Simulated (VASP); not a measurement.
# Mo (Im-3m) in VASP: density of states with LDA

Aim: the density of states of Mo with LDA.

Everything below comes from runs of VASP 6.6.1. Logs are shortened: lines on timing, memory, paths and dates and some standing lists are left out, and cuts for length are marked.

## 1. The cell of the first run

It takes space group Im-3m (No. 229, cubic). The conventional cell has a = 3.112 Å, b = 3.112 Å, c = 3.112 Å, α = 90.00°, β = 90.00°, γ = 90.00°. Within 3.6 Å of Mo (site symmetry m-3m) lie 14 Mo at 2.70 to 3.11 Å.

## 2. Density of states, LDA

POSCAR

```
Mo
1.0
   -1.5559621154      1.5559621154      1.5559621154
    1.5559621154     -1.5559621154      1.5559621154
    1.5559621154      1.5559621154     -1.5559621154
Mo
1
Direct
    0.0000000000      0.0000000000      0.0000000000
```

INCAR.step1

```
SYSTEM = Mo
PREC = Accurate
ENCUT = 520
EDIFF = 1E-7
ISMEAR = -1
SIGMA = 0.08
LREAL = .FALSE.
LASPH = .TRUE.
NELM = 100
ALGO = Normal
ISIF = 2
LWAVE = .FALSE.
LCHARG = .TRUE.
LMAXMIX = 4
NBANDS = 13
```

KPOINTS.step1

```
Automatic mesh
0
G
  17 17 17
  0 0 0
```

INCAR.step2

```
SYSTEM = Mo
PREC = Accurate
ENCUT = 520
EDIFF = 1E-7
ISMEAR = -5
SIGMA = 0.08
LREAL = .FALSE.
LASPH = .TRUE.
NELM = 100
ALGO = Normal
ISIF = 2
LWAVE = .FALSE.
LCHARG = .FALSE.
LMAXMIX = 4
LORBIT = 10
NEDOS = 1001
ICHARG = 11
```

KPOINTS.step2

```
Automatic mesh
0
G
  26 26 26
  0 0 0
```

Potentials or basis: VASP PAW LDA potentials, release 64 (Mo_sv).

Started as:

```
$ cat potpaw_LDA.64/Mo_sv/POTCAR > POTCAR
$ cp INCAR.step1 INCAR
$ cp KPOINTS.step1 KPOINTS
$ mpirun -np 1 vasp_std > vasp.out
$ cp INCAR.step2 INCAR
$ cp KPOINTS.step2 KPOINTS
$ mpirun -np 1 vasp_std > vasp.out
```

OUTCAR:

```text
SYSTEM = Mo
   PREC = Accurate
   ENCUT = 520
   EDIFF = 1E-7
   ISMEAR = -5
   LREAL = .FALSE.
   LASPH = .TRUE.
   NELM = 100
   ISIF = 2
   LORBIT = 10
   ICHARG = 11

 ion  position               nearest neighbor table
   1  0.000  0.000  0.000-

  LATTYP: Found a body centered cubic cell.
 ALAT       =     3.1119242308

  Lattice vectors:

 A1 = (  -1.5559621154,   1.5559621154,   1.5559621154)
 A2 = (   1.5559621154,  -1.5559621154,   1.5559621154)
 A3 = (   1.5559621154,   1.5559621154,  -1.5559621154)

Analysis of symmetry for initial positions (statically):
=====================================================================
 Subroutine PRICEL returns:
 Original cell was already a primitive cell.

 Routine SETGRP: Setting up the symmetry group for a
 body centered cubic supercell.

 Subroutine GETGRP returns: Found 48 space group operations
 (whereof 48 operations were pure point group operations)
 out of a pool of 48 trial point group operations.

The static configuration has the point symmetry O_h .

Analysis of symmetry for dynamics (positions and initial velocities):
=====================================================================
 Subroutine PRICEL returns:
 Original cell was already a primitive cell.

 Routine SETGRP: Setting up the symmetry group for a
 body centered cubic supercell.

 Subroutine GETGRP returns: Found 48 space group operations
 (whereof 48 operations were pure point group operations)
 out of a pool of 48 trial point group operations.

The dynamic configuration has the point symmetry O_h .

 Subroutine INISYM returns: Found 48 space group operations
 (whereof 48 operations are pure point group operations),
 and found     1 'primitive' translations

----------------------------------------------------------------------------------------

                                     Primitive cell

  volume of cell :      15.0680

  direct lattice vectors                    reciprocal lattice vectors
    -1.555962115  1.555962115  1.555962115     0.000000000  0.321344585  0.321344585
     1.555962115 -1.555962115  1.555962115     0.321344585  0.000000000  0.321344585
     1.555962115  1.555962115 -1.555962115     0.321344585  0.321344585  0.000000000

  length of vectors
     2.695005439  2.695005439  2.695005439     0.454449870  0.454449870  0.454449870

  position of ions in fractional coordinates (direct lattice)
     0.000000000  0.000000000  0.000000000

  ion indices of the primitive-cell ions
   primitive index   ion index
                 1           1

[... 80 lines left out ...]
   ISYM   =      2    0-nonsym 1-usesym 2-fastsym
   POTIM  = 0.5000    time-step for ionic-motion
   TEBEG  =    0.0;   TEEND  =   0.0 temperature during run
   PSTRESS=    0.0 pullay stress
   NELECT =      14.0000    total number of electrons
   NUPDOWN=      -1.0000    fix difference up-down
   EMIN   =  10.00;   EMAX   =-10.00  energy-range for DOS
   EFERMI =   0.00;   METHOD = LEGACY
   ISMEAR =    -5;   SIGMA  =   0.08  broadening in eV -4-tet -1-fermi 0-gaus
   EFERMI_NEDOS =   21; number of points for ismear=-14 and -15
   IALGO  =     38    algorithm
   IMIX   =      4    mixing-type and parameters
     AMIX     =   0.40;   BMIX     =  1.00
     AMIX_MAG =   1.60;   BMIX_MAG =  1.00
  volume/ion in A,a.u.               =      15.07       101.68
  Fermi-wavevector in a.u.,A,eV,Ry     =   1.597467  3.018774 34.720708  2.551900
  Thomas-Fermi vector in A             =   2.695069
   LORBIT       =     10    0 simple, 1 ext, 2 COOP (PROOUT), +10 PAW based schemes
   GGA     = CA    functional components
   LHFCALC =     F    Hartree Fock is set to
   AEXX    =    0.0000 exact exchange contribution
   IVDW    =     0    specifies the selected vdW correction
   LEPSILON=     F    determine dielectric tensor
   LRPA    =     F    only Hartree local field effects (RPA)
 non-spin polarized calculation
 Fermi weights with tetrahedron method with Bloechl corrections
  energy-cutoff  :      520.00
  volume of cell :       15.07
 maximum number of plane-waves:       420

 number of electron      13.9999996 magnetization

 Free energy of the ion-electron system (eV)
  ---------------------------------------------------
  ext. energy  EPLUGINS =         0.00000000
  ---------------------------------------------------
  free energy    TOTEN  =       -12.13045994 eV

  energy without entropy =      -12.13045994  energy(sigma->0) =      -12.13045994

 E-fermi :  13.0967     XC(G=0): -13.8103

 val. band max:       13.1291535714   @ k =   0.3846   0.1154   0.0769
 cond. band min:      12.9933735827   @ k =  -0.1923   0.1923   0.1154
 fundamental gap:     -0.1357799887
 Fermi energy:        13.0967123982

 k-point     1 :       0.0000    0.0000    0.0000
  band No.  band energies     occupation
      1     -47.8790      2.00000
      2     -21.2281      2.00000
      3     -21.2281      2.00000
      4     -21.2281      2.00000
      5       5.7269      2.00000
      6      11.6193      2.00000
      7      11.6193      2.00000
      8      11.6193      2.00000
      9      14.7611      0.00000
     10      14.7611      0.00000
     11      27.9466      0.00000
[... 309 lines left out ...]
 k-point    24 :       0.3846    0.0385    0.0000
  band No.  band energies     occupation
      1     -47.5916      2.00000
      2     -22.6859      2.00000
      3     -21.6956      2.00000
      4     -21.2518      2.00000
      5       7.7184      2.00000
      6       9.6440      2.00000
      7      13.5245     -0.04493
      8      14.8354      0.00000
      9      15.4378      0.00000
     10      17.3216      0.00000
     11      25.7487      0.00000

 [... further k-points ...]
[... 5 lines left out ...]
  --------------------------------------------------------------------------------------
  -------------------------------------------------------------------------------------
  Total        0.1063827      0.1063827      0.1063827      0.0000000      0.0000000      0.0000000
  in kB       11.3116145     11.3116145     11.3116145      0.0000000      0.0000000      0.0000000
  external PRESSURE =      11.3116145 kB  Pullay stress =       0.0000000 kB

 VOLUME and BASIS-vectors are now :
 -----------------------------------------------------------------------------
  energy-cutoff  :      520.00
  volume of cell :       15.07
      direct lattice vectors                 reciprocal lattice vectors
    -1.555962115  1.555962115  1.555962115     0.000000000  0.321344585  0.321344585
     1.555962115 -1.555962115  1.555962115     0.321344585  0.000000000  0.321344585
     1.555962115  1.555962115 -1.555962115     0.321344585  0.321344585  0.000000000

 POSITION                                       TOTAL-FORCE (eV/Angst)
 -----------------------------------------------------------------------------------
      0.00000      0.00000      0.00000         0.000000      0.000000     -0.000000
 -----------------------------------------------------------------------------------
    total drift:                                0.000000      0.000000     -0.000000

  FREE ENERGIE OF THE ION-ELECTRON SYSTEM (eV)
  ---------------------------------------------------
  free  energy   TOTEN  =       -12.1304599412 eV

  energy  without entropy=      -12.1304599412  energy(sigma->0) =      -12.13045994

 total charge

# of ion       s       p       d       tot
------------------------------------------
    1        2.399   6.220   3.987  12.606
```

OUTCAR.step1:

```text
SYSTEM = Mo
   PREC = Accurate
   ENCUT = 520
   EDIFF = 1E-7
   ISMEAR = -1
   LREAL = .FALSE.
[... 600 lines left out ...]
 -----------------------------------------------------------------------------------
      0.00000      0.00000      0.00000         0.000000      0.000000      0.000000
 -----------------------------------------------------------------------------------
    total drift:                                0.000000     -0.000000      0.000000

  FREE ENERGIE OF THE ION-ELECTRON SYSTEM (eV)
  ---------------------------------------------------
  free  energy   TOTEN  =       -12.1373811246 eV

  energy  without entropy=      -12.1251493765  energy(sigma->0) =      -12.13126525
```

Wall time 28 s (1 thread of Intel Xeon 6975P-C (Granite Rapids), shared host); peak memory 0.22 GiB.

What came out:

* Valence electrons inside the program's atomic spheres: Mo 12.61

Levels at points of the mesh, in eV from the Fermi level:
| k point | band 3 | band 4 | band 5 | band 6 | band 7 | band 8 | band 9 | band 10 | band 11 |
| --- | --- | --- | --- | --- | --- | --- | --- | --- | --- |
| (0.00, 0.00, 0.00) | -34.32 | -34.32 | -7.37 | -1.48 | -1.48 | -1.48 | 1.66 | 1.66 | 14.85 |
| (0.50, 0.00, 0.00) | -34.83 | -34.34 | -5.59 | -3.62 | 1.72 | 1.80 | 2.38 | 5.01 | 12.01 |
| (0.50, 0.50, 0.50) | -35.42 | -35.42 | -5.78 | -5.78 | 4.19 | 4.19 | 4.19 | 9.32 | 9.32 |

Caveat: tetrahedron occupations give inexact forces and stress in metals.
